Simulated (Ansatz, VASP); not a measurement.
Ge: VASP beside Ansatz

```
CELL_PARAMETERS angstrom
0.00000 2.68733 2.97021
2.68733 0.00000 2.97021
2.68733 2.68733 0.00000
ATOMIC_POSITIONS crystal
Ge 0.50000 0.50000 0.50000
Ge 0.75000 0.75000 0.75000
```

Change from the starting cell: strain -0.050 along x and y, +0.050 along z, atoms carried along.

Alike in both runs: task single point; functional PBEsol; k mesh 14 × 14 × 14; occupations gaussian, width 0.15 eV; no spin polarisation.

```csv
,VASP,Ansatz
version,VASP 6.6.1,Ansatz 0.2.0
potentials or method,"VASP PAW PBE potentials, release 64 (Ge_d), cutoff 520 eV","scalar-relativistic, plane waves, PAW"
valence electrons in the cell,28,28
```

|  | VASP | Ansatz | Ansatz less VASP |
| --- | --- | --- | --- |
| gap on the k mesh at the Fermi level (eV) | none | none | - |
| pressure (GPa) | 4.8 | 4.9 | +0.11 |
| traceless stress, the component that is largest in VASP (GPa) | -5.70 | -5.67 | +0.024 |

VASP's potentials were made for PBE, not for PBEsol. A gap of «none» marks a metal or a gap that the smearing closes.
